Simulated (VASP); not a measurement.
Crystal: Ge.

```xyz
2
Lattice="0.0000 2.8476 2.8476 2.8476 0.0000 2.8476 2.8476 2.8476 0.0000" Properties=species:S:1:pos:R:3 pbc="T T T"
Ge    4.2715    4.2715    4.2715
Ge    2.8476    2.8476    2.8476
```

Base run:

* Program: VASP 6.6.1
* Functional: PBE
* Potentials or basis: VASP PAW PBE potentials, release 64 (Ge_d)
* Cutoff: 520 eV
* k mesh: 8 × 8 × 8
* Occupations: fermi-dirac, width 0.05 eV
* Spin: non-collinear spin, zero start, spin-orbit coupling
* Starting moments: [[0.0, 0.0, 0.0], [0.0, 0.0, 0.0]] μB

Its results: pressure 2.2 GPa; net moment 0.00 μB per cell.

Q: The run is repeated on the same cell with these changes: functional from PBE to PBEsol; further incar settings from ALGO = Normal; EDIFF = 1e-06; NBANDS = 40 to ALGO = Normal; EDIFF = 1e-07; NBANDS = 40. What comes out?

A: Pressure -0.7 GPa; net moment 0.00 μB per cell.

Caveats: the PAW data sets were made with another functional, which shifts forces and pressure a little (at least some runs).
